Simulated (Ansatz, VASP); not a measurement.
Cd in VASP and in Ansatz

Contents of INCAR:

```
SYSTEM = Cd
PREC = Accurate
ENCUT = 520
EDIFF = 1E-6
ISMEAR = 0
SIGMA = 0.15
LREAL = .False.
LASPH = .True.
NELM = 60
ALGO = Fast
ISIF = 2
LWAVE = .False.
LCHARG = .False.
GGA = PE
NBANDS = 12
```

File KPOINTS:

```
Automatic mesh
0
Gamma
  18 18 18
  0 0 0
```

Contents of POSCAR:

```
Cd
1.0
    0.0000000000      2.2841337375      2.2541534960
    2.2541534960      0.0000000000      2.2541534960
    2.2541534960      2.2841337375      0.0000000000
Cd
1
Direct
    0.0000000000      0.0000000000      0.0000000000
```

Input for Ansatz:

```yaml
crystal:
  lattice:
    - [0.0, 2.2841337375, 2.254153496]
    - [2.254153496, 0.0, 2.254153496]
    - [2.254153496, 2.2841337375, 0.0]
  atoms:
    - { symbol: Cd, position: [0.0, 0.0, 0.0] }
basis:
  ecutwfc: 420
kpoints:
  mp_grid: { grid: [18, 18, 18] }
hamiltonian:
  xc: pbe
scf:
  occupations: { method: gaussian, width: 0.15 }
output:
  forces: true
  stress: true
  eigenvalues: true
```

Change from the starting cell: normal strain along x +0.0000, normal strain along y +0.0133.

Alike in both runs: task single point; functional PBE; k mesh 18 × 18 × 18; occupations gaussian, width 0.15 eV; no spin polarisation.

```csv
,VASP,Ansatz
version,VASP 6.6.1,Ansatz 0.2.0
potentials or method,"VASP PAW PBE potentials, release 64 (Cd), cutoff 520 eV","scalar-relativistic, plane waves, PAW"
valence electrons in the cell,12,20
```

Ansatz gave:

| Item | Value |
| --- | --- |
| gap on the k mesh at the Fermi level (eV) | none |
| pressure (GPa) | -0.7 |
| traceless stress, the component that is largest in VASP (GPa) | -0.25 |

**Question.** What did VASP give for the same quantities?

**Answer.** gap on the k mesh at the Fermi level (eV): none; pressure (GPa): -0.4; traceless stress, the component that is largest in VASP (GPa): -0.26.

A gap of «none» marks a metal or a gap that the smearing closes. VASP's potentials hold 12 valence electrons a cell and Ansatz's 20, so a difference there can come from the potentials and not from the codes.
